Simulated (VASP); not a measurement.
## Mo: single point with BLYP+D3(BJ)

Mo:

```
Mo
1.0
     0.00000    1.97387    1.97387
     1.97387    0.00000    1.97387
     1.97387    1.97387    0.00000
Mo
1
Direct
  0.00000 0.00000 0.00000
```

- Program: VASP 6.6.1
- Task: single point
- Functional: BLYP
- Dispersion: D3(BJ)
- Potentials or basis: VASP PAW PBE potentials, release 64 (Mo_sv)
- Cutoff: 520 eV
- k mesh: 11 × 11 × 11
- Occupations: fermi-dirac, width 0.05 eV
- Spin: non-collinear spin, zero start, spin-orbit coupling
- Starting moments: [[0.0, 0.0, 0.0]] μB
- Dipole correction: no
- Further INCAR settings: ALGO = Fast; EDIFF = 1e-06; NBANDS = 25

The pressure is 2.5 GPa and the net moment is 0.00 μB per cell. The valence electrons inside the program's atomic spheres are Mo 12.64. The dispersion energy per atom is -1.714 eV.

Moments on the atoms (μB; x, y, z):
```
Mo  0.00 0.00 0.00
```

Wall time 51 s on 1 thread of Intel(R) Xeon(R) Platinum 8375C CPU @ 2.90GHz (Ice Lake) (shared host), peak memory 0.21 GiB.

Caveat: three body term missing; the PAW data sets were made with another functional, which shifts forces and pressure a little.
